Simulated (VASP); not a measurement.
# BiB12 (Fm-3m) in VASP: further runs, part 2 of 2

VASP 6.6.1. The steps go on from the part before.

## 3. Single point, PBE

Contents of INCAR:

```
SYSTEM = BiB12
PREC     = Accurate       ! precision mode
ENCUT    = 520            ! plane-wave cutoff, eV
EDIFF    = 1E-6           ! SCF threshold, eV
ISMEAR   = 0              ! smearing method
SIGMA    = 0.1            ! smearing width, eV
LREAL    = .False.        ! projectors in reciprocal space
LASPH    = .True.         ! aspherical terms in the spheres
NELM     = 100            ! most SCF steps
ALGO     = Normal         ! electronic algorithm
ISIF     = 2              ! what is computed and relaxed
LWAVE    = .False.        ! write WAVECAR
LCHARG   = .False.        ! write CHGCAR
GGA      = PE             ! functional
NBANDS   = 38             ! bands
```

Contents of KPOINTS:

```
regular mesh
0
Gamma
  8 8 8
  0 0 0
```

Contents of POSCAR:

```
BiB12
1.0
    0.0000000000      3.8034133494      3.8034133494
    3.8034133494      0.0000000000      3.8034133494
    3.8034133494      3.8034133494      0.0000000000
B Bi
12 1
Direct
    0.8377955888      0.1622044112      0.5000000000
    0.1622044112      0.8377955888      0.5000000000
    0.5000000000      0.8377955888      0.1622044112
    0.1622044112      0.5000000000      0.5000000000
    0.5000000000      0.5000000000      0.8377955888
    0.5000000000      0.5000000000      0.1622044112
    0.5000000000      0.8377955888      0.5000000000
    0.1622044112      0.5000000000      0.8377955888
    0.8377955888      0.5000000000      0.5000000000
    0.5000000000      0.1622044112      0.5000000000
    0.8377955888      0.5000000000      0.1622044112
    0.5000000000      0.1622044112      0.8377955888
    0.0000000000      0.0000000000      0.0000000000
```

Potentials or basis: VASP PAW PBE potentials, release 64 (B, Bi_d).

Run with:

```sh
cat potpaw_PBE.64/B/POTCAR potpaw_PBE.64/Bi_d/POTCAR > POTCAR
mpirun -np 1 vasp_std > vasp.out
```

Run time: 2.4 min. Hardware: 1 thread of Intel Xeon Platinum 8259CL at 2.50GHz (Skylake/Cascade Lake), shared host; peak memory 0.29 GiB.

The run converged. Its results:

```yaml
Free_energy: -80.6644 eV
Pressure: 0.0 GPa
```

Levels at points of the mesh, in eV from the Fermi level:
```csv
k point,band 21,band 22,band 23,band 24,band 25,band 26,band 27,band 28,band 29,band 30
"(0.00, 0.00, 0.00)",-1.79,-1.79,-1.79,-1.42,-1.42,1.87,1.87,1.87,2.84,2.84
"(0.50, 0.00, 0.00)",-2.28,-2.28,-1.95,-1.95,-1.82,0.02,0.02,1.59,1.80,3.23
"(0.50, 0.50, 0.00)",-3.67,-3.57,-3.57,-2.85,-2.30,-0.93,-0.93,2.72,3.22,3.27
```

Caveat: spin-orbit coupling is left out, which moves the levels of the heavy elements.

## 4. Relaxation of cell and atoms, PBE

Contents of INCAR:

```
SYSTEM = BiB12
ALGO = Normal
EDIFF = 1E-6
EDIFFG = -0.01
ENCUT = 600
GGA = PE
IBRION = 2
ISIF = 3
ISMEAR = 0
LASPH = .True.
LCHARG = .False.
LREAL = .False.
LWAVE = .False.
NELM = 100
NSW = 100
PREC = Accurate
SIGMA = 0.1
```

Contents of KPOINTS:

```
k-points
0
Gamma
  8 8 8
  0 0 0
```

Contents of POSCAR:

```
BiB12
1.0
    0.0000000000      3.8044754293      3.8044754293
    3.8044754293      0.0000000000      3.8044754293
    3.8044754293      3.8044754293      0.0000000000
B Bi
12 1
Direct
    0.8372752609      0.1627247391      0.5000000000
    0.1627247391      0.8372752609      0.5000000000
    0.5000000000      0.8372752609      0.1627247391
    0.1627247391      0.5000000000      0.5000000000
    0.5000000000      0.5000000000      0.8372752609
    0.5000000000      0.5000000000      0.1627247391
    0.5000000000      0.8372752609      0.5000000000
    0.1627247391      0.5000000000      0.8372752609
    0.8372752609      0.5000000000      0.5000000000
    0.5000000000      0.1627247391      0.5000000000
    0.8372752609      0.5000000000      0.1627247391
    0.5000000000      0.1627247391      0.8372752609
    0.0000000000      0.0000000000      0.0000000000
```

Potentials or basis: VASP PAW PBE potentials, release 64 (B, Bi_d).

Run with:

```sh
cat potpaw_PBE.64/B/POTCAR potpaw_PBE.64/Bi_d/POTCAR > POTCAR
mpirun -np 1 vasp_std > vasp.out
```

OUTCAR:

```text
SYSTEM = BiB12
   EDIFF = 1E-6
   EDIFFG = -0.01
   ENCUT = 600
   GGA = PE
   IBRION = 2
   ISIF = 3
   ISMEAR = 0
   LASPH = .True.
   LREAL = .False.
   NELM = 100
   NSW = 100
   PREC = Accurate

 ion  position               nearest neighbor table
   1  0.837  0.163  0.500-   2 1.75   9 1.81  10 1.81  11 1.81  12 1.81  13 2.83  13 2.83
   2  0.163  0.837  0.500-   1 1.75   3 1.81   4 1.81   7 1.81   8 1.81  13 2.83  13 2.83
   3  0.500  0.837  0.163-  12 1.75   6 1.81   7 1.81  11 1.81   2 1.81  13 2.83  13 2.83
   4  0.163  0.500  0.500-   9 1.75   6 1.81   8 1.81   2 1.81  10 1.81  13 2.83  13 2.83
   5  0.500  0.500  0.837-   6 1.75   7 1.81   8 1.81   9 1.81  12 1.81  13 2.83  13 2.83
   6  0.500  0.500  0.163-   5 1.75   4 1.81   3 1.81  10 1.81  11 1.81  13 2.83  13 2.83
   7  0.500  0.837  0.500-  10 1.75   3 1.81   5 1.81   9 1.81   2 1.81  13 2.83  13 2.83
   8  0.163  0.500  0.837-  11 1.75   4 1.81   5 1.81   2 1.81  12 1.81  13 2.83  13 2.83
   9  0.837  0.500  0.500-   4 1.75   1 1.81   5 1.81   7 1.81  11 1.81  13 2.83  13 2.83
[... 316 lines left out ...]

 E-fermi :   7.9230     XC(G=0): -11.7556

 val. band max:        7.8853255537   @ k =   0.5000   0.2500   0.0000
 cond. band min:       7.9466772456   @ k =   0.5000   0.0000   0.0000
 fundamental gap:      0.0613516918
 Fermi energy:         7.9229767827

 k-point     1 :       0.0000    0.0000    0.0000
  band No.  band energies     occupation
      1     -16.1874      2.00000
      2     -16.1874      2.00000
      3     -16.1723      2.00000
      4     -16.1723      2.00000
      5     -16.1723      2.00000
      6      -8.2103      2.00000
[... 829 lines left out ...]
     31      11.4959      0.00000
     32      11.5901      0.00000

 [... further k-points ...]

------------------------ aborting loop because EDIFF is reached ----------------------------------------

  FORCE on cell =-STRESS in cart. coord.  units (eV):
  Direction    XX          YY          ZZ          XY          YZ          ZX
  --------------------------------------------------------------------------------------
  -------------------------------------------------------------------------------------
  Total       -0.0364644     -0.0364644     -0.0364644     -0.0000000      0.0000000      0.0000000
  in kB       -0.5308038     -0.5308038     -0.5308038     -0.0000000      0.0000000      0.0000000
  external PRESSURE =      -0.5308038 kB  Pullay stress =       0.0000000 kB
[... 28 lines left out ...]
  FREE ENERGIE OF THE ION-ELECTRON SYSTEM (eV)
  ---------------------------------------------------
  free  energy   TOTEN  =       -80.6755397513 eV

  energy  without entropy=      -80.6634824689  energy(sigma->0) =      -80.66951111

 reached required accuracy - stopping structural energy minimisation
```

Run time: 6.2 min. Hardware: 1 thread of Intel Xeon Platinum 8259CL at 2.50GHz (Skylake/Cascade Lake), shared host; peak memory 0.39 GiB.

What came out:

```
Free energy                            : -80.6755 eV
Relaxed volume                         : 8.47 Å³/atom
Relaxed cell                           : a = 5.379 Å, b = 5.379 Å, c = 5.379 Å, α = 60.00°, β = 60.00°, γ = 60.00°
Space group after relaxing (to 0.05 Å) : Fm-3m (No. 225)
Energy gained by relaxing              : 0.1 meV/atom
Ionic steps                            : 3
Pressure after relaxing                : -0.1 GPa
```

Step by step:
| step | energy change (eV) | largest force (eV/Å) | pressure (GPa) | volume (Å³) |
| --- | --- | --- | --- | --- |
| 1 | 0.0000 | 0.0988 | -0.13 | 110.13 |
| 2 | -0.0010 | 0.0665 | 0.01 | 110.02 |
| 3 | -0.0017 | 0.0007 | -0.05 | 110.06 |

Final structure:
```cif
data_structure
_symmetry_space_group_name_H-M 'P 1'
_symmetry_Int_Tables_number 1
_cell_length_a 5.3792
_cell_length_b 5.3792
_cell_length_c 5.3792
_cell_angle_alpha 60.000
_cell_angle_beta 60.000
_cell_angle_gamma 60.000
_cell_volume 110.06
loop_
_atom_site_label
_atom_site_type_symbol
_atom_site_fract_x
_atom_site_fract_y
_atom_site_fract_z
_atom_site_occupancy
B1 B 0.83781 0.16219 0.50000 1
B2 B 0.16219 0.83781 0.50000 1
B3 B 0.50000 0.83781 0.16219 1
B4 B 0.16219 0.50000 0.50000 1
B5 B 0.50000 0.50000 0.83781 1
B6 B 0.50000 0.50000 0.16219 1
B7 B 0.50000 0.83781 0.50000 1
B8 B 0.16219 0.50000 0.83781 1
B9 B 0.83781 0.50000 0.50000 1
B10 B 0.50000 0.16219 0.50000 1
B11 B 0.83781 0.50000 0.16219 1
B12 B 0.50000 0.16219 0.83781 1
Bi1 Bi 0.00000 0.00000 0.00000 1
```

Caveat: spin-orbit coupling is left out, which moves the levels of the heavy elements.
